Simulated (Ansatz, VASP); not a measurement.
Pb3F2 in VASP and in Ansatz

Contents of INCAR:

```
PREC     = Accurate       # precision mode
ENCUT    = 520            # plane-wave cutoff, eV
EDIFF    = 1E-6           # SCF threshold, eV
ISMEAR   = 0              # smearing method
SIGMA    = 0.1            # smearing width, eV
LREAL    = False          # projectors in reciprocal space
LASPH    = True           # aspherical terms in the spheres
NELM     = 60             # most SCF steps
ALGO     = Normal         # electronic algorithm
ISIF     = 2              # what is computed and relaxed
LWAVE    = False          # write WAVECAR
LCHARG   = False          # write CHGCAR
GGA      = PE             # functional
NBANDS   = 36             # bands
```

Contents of KPOINTS:

```
regular mesh
0
Gamma
  6 6 4
```

Contents of POSCAR:

```
Pb3F2
1.0
    4.3543525575      0.0000000000      0.0000000000
   -2.1771762788      3.7709799318      0.0000000000
    0.0000000000      0.0000000000      6.7746652735
Pb F
3 2
Direct
    0.0000000000      0.0000000000      0.0000000000
    0.3333333333      0.6666666667      0.6450000000
    0.6666666667      0.3333333333      0.3550000000
    0.3333333333      0.6666666667      0.2450000000
    0.6666666667      0.3333333333      0.7550000000
```

Input for Ansatz:

```yaml
crystal:
  lattice:
    - [4.3543525575, 0.0, 0.0]
    - [-2.1771762788, 3.7709799318, 0.0]
    - [0.0, 0.0, 6.7746652735]
  atoms:
    - { symbol: Pb, position: [0.0, 0.0, 0.0] }
    - { symbol: Pb, position: [0.3333333333, 0.6666666667, 0.645] }
    - { symbol: Pb, position: [0.6666666667, 0.3333333333, 0.355] }
    - { symbol: F, position: [0.3333333333, 0.6666666667, 0.245] }
    - { symbol: F, position: [0.6666666667, 0.3333333333, 0.755] }
basis:
  ecutwfc: 420
kpoints:
  mp_grid: { grid: [6, 6, 4] }
hamiltonian:
  xc: pbe
scf:
  occupations: { method: gaussian, width: 0.1 }
  lower_state_search: "off"
output:
  forces: true
  stress: true
  eigenvalues: true
```

Alike in both runs: task single point; functional PBE; k mesh 6 × 6 × 4; occupations gaussian, width 0.1 eV; no spin polarisation.

|  | VASP | Ansatz |
| --- | --- | --- |
| version | VASP 6.6.1 | Ansatz 0.2.0 |
| potentials or method | VASP PAW PBE potentials, release 64 (Pb_d, F), cutoff 520 eV | scalar-relativistic, plane waves, PAW |
| valence electrons in the cell | 56 | 56 |

Ansatz gave:

| Property | Result |
| --- | --- |
| gap on the k mesh at the Fermi level (eV) | none |
| pressure (GPa) | 4.8 |
| traceless stress, the component that is largest in VASP (GPa) | 2.79 |
| rms of the force components (eV/Å) | 0.425 |

Question: Estimate VASP's values.

Answer: gap on the k mesh at the Fermi level (eV): none; pressure (GPa): 4.6; traceless stress, the component that is largest in VASP (GPa): 2.78; rms of the force components (eV/Å): 0.425.

Atom by atom the forces differ by 0.002 eV/Å (rms over components). A gap of «none» marks a metal or a gap that the smearing closes. With one functional, cell and mesh, what is left measures potentials, basis and numerics.

Spin-orbit coupling is off throughout.
